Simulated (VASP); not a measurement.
# ZnCd2Se3 (P6_3mc) in VASP: a series of runs

ZnCd2Se3 is run at these levels: PBE; tasks: single point.

Everything below comes from runs of VASP 6.6.1. Logs are shortened: lines on timing, memory, paths and dates and some standing lists are left out, and cuts for length are marked.

## (1) The cell of the first run

It takes space group P6_3mc (No. 186, hexagonal). Conventional cell: a = 4.262 Å, b = 4.262 Å, c = 21.088 Å, α = 90.00°, β = 90.00°, γ = 120.00°. Within 3.3 Å of Zn (site symmetry 3m) lie 4 Se at 2.48 to 2.57 Å. Within 3.5 Å of Cd (site symmetry 3m) lie 4 Se at 2.65 to 2.68 Å. Within 3.5 Å of Cd (site symmetry 3m) lie 4 Se at 2.65 to 2.67 Å. Within 3.4 Å of Se (site symmetry 3m) lie 3 Zn at 2.57 Å and 1 Cd at 2.68 Å. Se (site symmetry 3m) has 4 Cd at 2.65 to 2.67 Å within 3.5 Å. Se (site symmetry 3m) has 1 Zn at 2.48 Å and 3 Cd at 2.65 Å within 3.3 Å.

## (2) Single point, PBE

INCAR reads:

```
SYSTEM = ZnCd2Se3
PREC = Accurate ; ENCUT = 520
EDIFF = 1E-6 ; ISMEAR = 0
SIGMA = 0.1 ; LREAL = .False.
LASPH = .True. ; NELM = 80
ALGO = Normal ; ISIF = 2
LWAVE = .False. ; LCHARG = .False.
GGA = PE ; NBANDS = 66
```

KPOINTS reads:

```
Automatic mesh
0
Gamma
  6 6 1
  0 0 0
```

POSCAR reads:

```
ZnCd2Se3
1.0
    4.2620253000      0.0000000000      0.0000000000
   -2.1310126000      3.6910221000      0.0000000000
    0.0000000000      0.0000000000     21.0884345000
Zn Cd Se
2 4 6
Direct
    0.3333333000      0.6666667000      0.6680060000
    0.6666667000      0.3333333000      0.1680060000
    0.3333333000      0.6666667000      0.0062530000
    0.3333333000      0.6666667000      0.3324610000
    0.6666667000      0.3333333000      0.5062530000
    0.6666667000      0.3333333000      0.8324610000
    0.3333333000      0.6666667000      0.1333440000
    0.3333333000      0.6666667000      0.4591140000
    0.3333333000      0.6666667000      0.7858210000
    0.6666667000      0.3333333000      0.2858210000
    0.6666667000      0.3333333000      0.6333440000
    0.6666667000      0.3333333000      0.9591140000
```

Potentials or basis: VASP PAW PBE potentials, release 64 (Zn, Cd, Se).

Launch:

```console
cat potpaw_PBE.64/Zn/POTCAR potpaw_PBE.64/Cd/POTCAR potpaw_PBE.64/Se/POTCAR > POTCAR
mpirun -np 1 vasp_std > vasp.out
```

OUTCAR:

```text
SYSTEM = ZnCd2Se3
   PREC = Accurate
   ENCUT = 520
   EDIFF = 1E-6
   ISMEAR = 0
   LREAL = .False.
   LASPH = .True.
   NELM = 80
   ISIF = 2
   GGA = PE

 ion  position               nearest neighbor table
   1  0.333  0.667  0.668-   9 2.48  11 2.57  11 2.57  11 2.57
   2  0.667  0.333  0.168-  10 2.48   7 2.57   7 2.57   7 2.57
   3  0.333  0.667  0.006-  12 2.65  12 2.65  12 2.65   7 2.68
   4  0.333  0.667  0.332-  10 2.65  10 2.65  10 2.65   8 2.67
   5  0.667  0.333  0.506-   8 2.65   8 2.65   8 2.65  11 2.68
   6  0.667  0.333  0.832-   9 2.65   9 2.65   9 2.65  12 2.67
   7  0.333  0.667  0.133-   2 2.57   2 2.57   2 2.57   3 2.68
   8  0.333  0.667  0.459-   5 2.65   5 2.65   5 2.65   4 2.67
   9  0.333  0.667  0.786-   1 2.48   6 2.65   6 2.65   6 2.65
  10  0.667  0.333  0.286-   2 2.48   4 2.65   4 2.65   4 2.65
  11  0.667  0.333  0.633-   1 2.57   1 2.57   1 2.57   5 2.68
  12  0.667  0.333  0.959-   3 2.65   3 2.65   3 2.65   6 2.67

  LATTYP: Found a hexagonal cell.
 ALAT       =     4.2620253000
 C/A-ratio  =     4.9479843538

  Lattice vectors:

 A1 = (   4.2620253000,   0.0000000000,   0.0000000000)
 A2 = (  -2.1310126000,   3.6910221000,   0.0000000000)
 A3 = (   0.0000000000,   0.0000000000,  21.0884345000)

Analysis of symmetry for initial positions (statically):
=====================================================================
 Subroutine PRICEL returns:
 Original cell was already a primitive cell.

 Routine SETGRP: Setting up the symmetry group for a
 hexagonal supercell.

 Subroutine GETGRP returns: Found 12 space group operations
 (whereof  6 operations were pure point group operations)
 out of a pool of 24 trial point group operations.

The static configuration has the point symmetry C_3v.
 The point group associated with its full space group is C_6v.

Analysis of symmetry for dynamics (positions and initial velocities):
=====================================================================
 Subroutine PRICEL returns:
 Original cell was already a primitive cell.

 Routine SETGRP: Setting up the symmetry group for a
 hexagonal supercell.

 Subroutine GETGRP returns: Found 12 space group operations
 (whereof  6 operations were pure point group operations)
 out of a pool of 24 trial point group operations.

The dynamic configuration has the point symmetry C_3v.
 The point group associated with its full space group is C_6v.

 Subroutine INISYM returns: Found 12 space group operations
 (whereof  6 operations are pure point group operations),
 and found     1 'primitive' translations

----------------------------------------------------------------------------------------

                                     Primitive cell

  volume of cell :     331.7470

  direct lattice vectors                    reciprocal lattice vectors
     4.262025300  0.000000000  0.000000000     0.234630236  0.135463829  0.000000000
    -2.131012600  3.691022100  0.000000000     0.000000000  0.270927665  0.000000000
     0.000000000  0.000000000 21.088434500     0.000000000  0.000000000  0.047419357

  length of vectors
     4.262025300  4.262025205 21.088434500     0.270927659  0.270927665  0.047419357

  position of ions in fractional coordinates (direct lattice)
     0.333333300  0.666666700  0.668006000
     0.666666700  0.333333300  0.168006000
     0.333333300  0.666666700  0.006253000
     0.333333300  0.666666700  0.332461000
     0.666666700  0.333333300  0.506253000
     0.666666700  0.333333300  0.832461000
     0.333333300  0.666666700  0.133344000
     0.333333300  0.666666700  0.459114000
     0.333333300  0.666666700  0.785821000
     0.666666700  0.333333300  0.285821000
     0.666666700  0.333333300  0.633344000
     0.666666700  0.333333300  0.959114000

  ion indices of the primitive-cell ions
   primitive index   ion index
                 1           1
                 2           2
                 3           3
                 4           4
                 5           5
                 6           6
                 7           7
                 8           8
                 9           9
                10          10
                11          11
                12          12

----------------------------------------------------------------------------------------

 KPOINTS: Automatic mesh

Automatic generation of k-mesh.
 Grid dimensions read from file:
 generate k-points for:    6    6    1

 Generating k-lattice:

  Cartesian coordinates                     Fractional coordinates (reciprocal lattice)
     0.039105039  0.022577305  0.000000000     0.166666667  0.000000000  0.000000000
     0.000000000  0.045154611  0.000000000     0.000000000  0.166666667  0.000000000
     0.000000000  0.000000000  0.047419357     0.000000000  0.000000000  1.000000000

  Length of vectors
     0.045154610  0.045154611  0.047419357

  Shift w.r.t. Gamma in fractional coordinates (k-lattice)
     0.000000000  0.000000000  0.000000000

 Subroutine IBZKPT returns following result:
 ===========================================

 Found      7 irreducible k-points:

 Following reciprocal coordinates:
            Coordinates               Weight
  0.000000  0.000000  0.000000      1.000000
  0.166667 -0.000000  0.000000      6.000000
  0.333333 -0.000000  0.000000      6.000000
  0.500000 -0.000000  0.000000      3.000000
  0.166667  0.166667  0.000000      6.000000
  0.333333  0.166667  0.000000     12.000000
  0.333333  0.333333  0.000000      2.000000
   k-points           NKPTS =      7   k-points in BZ     NKDIM =      7   number of bands    NBANDS=     66
   number of dos      NEDOS =    301   number of ions     NIONS =     12
   total plane-waves  NPLWV = 163840
   dimension x,y,z NGX =    32 NGY =   32 NGZ =  160
   dimension x,y,z NGXF=    64 NGYF=   64 NGZF=  320
   ions per type =               2   4   6
   NGX,Y,Z   is equivalent  to a cutoff of  12.48, 12.48, 12.61 a.u.
   NGXF,Y,Z  is equivalent  to a cutoff of  24.96, 24.96, 25.23 a.u.
 SYSTEM =  ZnCd2Se3
   PREC   = accura    normal or accurate (medium, high low for compatibility)
   ISTART =      0    job   : 0-new  1-cont  2-samecut
   ICHARG =      2    charge: 1-file 2-atom 10-const
   ISPIN  =      1    spin polarized calculation?
   LNONCOLLINEAR =      F non collinear calculations
   LSORBIT =      F    spin-orbit coupling
   LASPH  =      T    aspherical Exc in radial PAW
   ENCUT  =  520.0 eV  38.22 Ry    6.18 a.u.   7.92  7.92 39.21*2*pi/ulx,y,z
   NELM   =     80;   NELMIN=  2; NELMDL= -5     # of ELM steps
   EDIFF  = 0.1E-05   stopping-criterion for ELM
   LREAL  =      F    real-space projection
   EDIFFG = 0.1E-04   stopping-criterion for IOM
   NSW    =      0    number of steps for IOM
   IBRION =     -1    ionic relax: 0-MD 1-quasi-New 2-CG
   NFREE  =      0    steps in history (QN), initial steepest desc. (CG)
   ISIF   =      2    stress and relaxation
   ISYM   =      2    0-nonsym 1-usesym 2-fastsym
   POTIM  = 0.5000    time-step for ionic-motion
   TEBEG  =    0.0;   TEEND  =   0.0 temperature during run
   PSTRESS=    0.0 pullay stress
   NELECT =     108.0000    total number of electrons
   NUPDOWN=      -1.0000    fix difference up-down
   EMIN   =  10.00;   EMAX   =-10.00  energy-range for DOS
   EFERMI =   0.00;   METHOD = LEGACY
   ISMEAR =     0;   SIGMA  =   0.10  broadening in eV -4-tet -1-fermi 0-gaus
   EFERMI_NEDOS =   21; number of points for ismear=-14 and -15
   IALGO  =     38    algorithm
   IMIX   =      4    mixing-type and parameters
     AMIX     =   0.40;   BMIX     =  1.00
     AMIX_MAG =   1.60;   BMIX_MAG =  1.00
  volume/ion in A,a.u.               =      27.65       186.56
  Fermi-wavevector in a.u.,A,eV,Ry     =   1.126195  2.128201 17.256488  1.268316
  Thomas-Fermi vector in A             =   2.262876
   LORBIT       =      0    0 simple, 1 ext, 2 COOP (PROOUT), +10 PAW based schemes
   GGA     = PE    functional components
   LHFCALC =     F    Hartree Fock is set to
   AEXX    =    0.0000 exact exchange contribution
   IVDW    =     0    specifies the selected vdW correction
   LEPSILON=     F    determine dielectric tensor
   LRPA    =     F    only Hartree local field effects (RPA)
 non-spin polarized calculation
 Gauss-broadening in eV      SIGMA  =   0.10
  energy-cutoff  :      520.00
  volume of cell :      331.75
 maximum number of plane-waves:      8976
 NGX is ok and might be reduce to    32
   NGX = 15   NGY = 15   NGZ = 79

 number of electron     108.0000008 magnetization

 Free energy of the ion-electron system (eV)
  ---------------------------------------------------
  ext. energy  EPLUGINS =         0.00000000
  ---------------------------------------------------
  free energy    TOTEN  =       -33.74551763 eV

  energy without entropy =      -33.74551651  energy(sigma->0) =      -33.74551707

 E-fermi :   1.1219     XC(G=0):  -8.7957

 val. band max:        0.8282930490   @ k =   0.0000   0.0000   0.0000
 cond. band min:       1.4040081246   @ k =   0.0000   0.0000   0.0000
 fundamental gap:      0.5757150756
 Fermi energy:         1.1218590804

 k-point     1 :       0.0000    0.0000    0.0000
  band No.  band energies     occupation
      1     -11.7874      2.00000
      2     -11.7462      2.00000
      3     -11.5523      2.00000
      4     -11.4323      2.00000
      5     -11.3703      2.00000
      6     -11.2919      2.00000
[... 58 lines left out ...]
     65       6.5032      0.00000
     66       6.6728      0.00000

 k-point     2 :       0.1667   -0.0000    0.0000
  band No.  band energies     occupation
      1     -11.6894      2.00000
      2     -11.6519      2.00000
      3     -11.4795      2.00000
      4     -11.3737      2.00000
      5     -11.3183      2.00000
      6     -11.2507      2.00000
[... 58 lines left out ...]
     65       6.3697      0.00000
     66       6.8657      0.00000

 k-point     3 :       0.3333   -0.0000    0.0000
  band No.  band energies     occupation
      1     -11.4687      2.00000
      2     -11.4420      2.00000
      3     -11.3274      2.00000
      4     -11.2590      2.00000
      5     -11.2228      2.00000
      6     -11.1818      2.00000
[... 58 lines left out ...]
     65       6.2596      0.00000
     66       6.6893      0.00000

 k-point     4 :       0.5000   -0.0000    0.0000
  band No.  band energies     occupation
      1     -11.3308      2.00000
      2     -11.3146      2.00000
      3     -11.2450      2.00000
      4     -11.2079      2.00000
      5     -11.1889      2.00000
      6     -11.1685      2.00000
[... 58 lines left out ...]
     65       6.1041      0.00000
     66       6.9070      0.00000

 k-point     5 :       0.1667    0.1667    0.0000
  band No.  band energies     occupation
      1     -11.5286      2.00000
      2     -11.4986      2.00000
      3     -11.3666      2.00000
      4     -11.2872      2.00000
      5     -11.2448      2.00000
      6     -11.1962      2.00000
[... 58 lines left out ...]
     65       6.0759      0.00000
     66       6.2131      0.00000

 k-point     6 :       0.3333    0.1667    0.0000
  band No.  band energies     occupation
      1     -11.3341      2.00000
      2     -11.3179      2.00000
      3     -11.2456      2.00000
      4     -11.2085      2.00000
      5     -11.1880      2.00000
      6     -11.1675      2.00000
[... 58 lines left out ...]
     65       6.3424      0.00000
     66       6.7332      0.00000

 k-point     7 :       0.3333    0.3333    0.0000
  band No.  band energies     occupation
      1     -11.2346      2.00000
      2     -11.2346      2.00000
      3     -11.1971      2.00000
      4     -11.1971      2.00000
      5     -11.1895      2.00000
      6     -11.1895      2.00000
[... 58 lines left out ...]
     65       6.8090      0.00000
     66       7.1630      0.00000

------------------------ aborting loop because EDIFF is reached ----------------------------------------

  FORCE on cell =-STRESS in cart. coord.  units (eV):
  Direction    XX          YY          ZZ          XY          YZ          ZX
  --------------------------------------------------------------------------------------
  -------------------------------------------------------------------------------------
  Total        0.5339633      0.5339633      0.4917223      0.0000000      0.0000000     -0.0000000
  in kB        2.5787840      2.5787839      2.3747807      0.0000000      0.0000000     -0.0000000
  external PRESSURE =       2.5107829 kB  Pullay stress =       0.0000000 kB

 VOLUME and BASIS-vectors are now :
 -----------------------------------------------------------------------------
  energy-cutoff  :      520.00
  volume of cell :      331.75
      direct lattice vectors                 reciprocal lattice vectors
     4.262025300  0.000000000  0.000000000     0.234630236  0.135463829  0.000000000
    -2.131012600  3.691022100  0.000000000     0.000000000  0.270927665  0.000000000
     0.000000000  0.000000000 21.088434500     0.000000000  0.000000000  0.047419357

 POSITION                                       TOTAL-FORCE (eV/Angst)
 -----------------------------------------------------------------------------------
     -0.00000      2.46068     14.08720         0.000000     -0.000000     -0.001758
      2.13101      1.23034      3.54298        -0.000000      0.000000     -0.001758
     -0.00000      2.46068      0.13187         0.000000     -0.000000      0.006610
     -0.00000      2.46068      7.01108        -0.000000     -0.000000      0.005611
      2.13101      1.23034     10.67608        -0.000000      0.000000      0.006610
      2.13101      1.23034     17.55530        -0.000000     -0.000000      0.005611
     -0.00000      2.46068      2.81202        -0.000000      0.000000      0.011181
     -0.00000      2.46068      9.68200         0.000000     -0.000000     -0.006503
     -0.00000      2.46068     16.57173        -0.000000      0.000000     -0.015141
      2.13101      1.23034      6.02752         0.000000     -0.000000     -0.015141
      2.13101      1.23034     13.35623         0.000000      0.000000      0.011181
      2.13101      1.23034     20.22621        -0.000000      0.000000     -0.006503
 -----------------------------------------------------------------------------------
    total drift:                                0.000073     -0.000041      0.000109

  FREE ENERGIE OF THE ION-ELECTRON SYSTEM (eV)
  ---------------------------------------------------
  free  energy   TOTEN  =       -33.7455176265 eV

  energy  without entropy=      -33.7455165130  energy(sigma->0) =      -33.74551707
```

Wall time 2.6 min (1 thread of Intel Xeon Platinum 8375C at 2.90GHz (Ice Lake), shared host); peak memory 0.48 GiB.

What came out:

```yaml
Free_energy: -33.7455 eV
Pressure: 0.3 GPa
Largest_force: 0.015 eV/Å
Band_gap_on_the_k_mesh: 0.58 eV
```

Forces on the atoms (eV/Å):
```
Zn   0.000  0.000 -0.002
Zn   0.000  0.000 -0.002
Cd   0.000  0.000  0.007
Cd   0.000  0.000  0.006
Cd   0.000  0.000  0.007
Cd   0.000  0.000  0.006
Se   0.000  0.000  0.011
Se   0.000  0.000 -0.007
Se   0.000  0.000 -0.015
Se   0.000  0.000 -0.015
Se   0.000  0.000  0.011
Se   0.000  0.000 -0.007
```

Levels at points of the mesh, in eV from the valence-band top:
| k point | band 50 | band 51 | band 52 | band 53 | band 54 | band 55 | band 56 | band 57 | band 58 | band 59 |
| --- | --- | --- | --- | --- | --- | --- | --- | --- | --- | --- |
| (0.00, 0.00, 0.00) | -0.19 | -0.12 | -0.12 | 0.00 | 0.00 | 0.58 | 1.67 | 2.05 | 2.12 | 2.39 |
| (0.50, 0.00, 0.00) | -1.24 | -1.12 | -1.11 | -0.94 | -0.71 | 2.48 | 2.65 | 2.88 | 3.18 | 3.22 |

[end of part 1 of 2]
